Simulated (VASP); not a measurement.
Write the native input for VASP 6.6.1 that does the following.

* Task: single point
* Functional: PBE
* Potentials or basis: VASP PAW PBE potentials, release 64 (Ga_d, Sn_d, Se)
* Cutoff: 520 eV
* k mesh: 4 × 4 × 2
* Occupations: gaussian, width 0.1 eV
* Spin: no spin polarisation
* Dipole correction: no
* Further INCAR settings: ALGO = Normal; EDIFF = 1e-07; NBANDS = 38

The structure of Ga2SnSe3 lies in POSCAR:

```
Ga2SnSe3
1.0
    4.0325108843      0.0000000000      0.0000000000
    0.0000000000      4.0325108843      0.0000000000
    0.0000000000      0.0000000000      8.6257224110
Ga Sn Se
2 1 3
Direct
    0.0000000000      0.0000000000     -0.0973569371
    0.5000000000      0.5000000000      0.6080911378
    0.5000000000      0.5000000000      0.2639651542
    0.0000000000      0.0000000000      0.6061754795
    0.0000000000      0.0000000000      0.2073542797
    0.5000000000      0.5000000000      0.9117708959
```

The cell was built from a structure type or drawn by symmetry, and may not be a known phase.

The input as run:

INCAR

```
  PREC = Accurate
  ENCUT = 520
  EDIFF = 1E-7
  ISMEAR = 0
  SIGMA = 0.1
  LREAL = False
  LASPH = True
  NELM = 80
  ALGO = Normal
  ISIF = 2
  LWAVE = False
  LCHARG = False
  GGA = PE
  NBANDS = 38
```

KPOINTS

```
regular mesh
0
Gamma
  4 4 2
```

Potentials or basis: VASP PAW PBE potentials, release 64 (Ga_d, Sn_d, Se).

Run with:

```bash
$ cat potpaw_PBE.64/Ga_d/POTCAR potpaw_PBE.64/Sn_d/POTCAR potpaw_PBE.64/Se/POTCAR > POTCAR
$ mpirun -np 1 vasp_std > vasp.out
```

Results of the run:

* Pressure: 0.0 GPa
* Largest force: 0.018 eV/Å
* Band gap on the k mesh: zero (bands 29 and 30 overlap by 1.57 eV)

Caveat: the k points lie up to 0.39 Å⁻¹ apart, too coarse for converged energies and pressures of a metal; spin-orbit coupling is left out, which moves the levels of the heavy elements.

It took 32 s on 1 thread of Intel(R) Xeon(R) 6975P-C (Granite Rapids), on a shared host, peak memory 0.25 GiB.
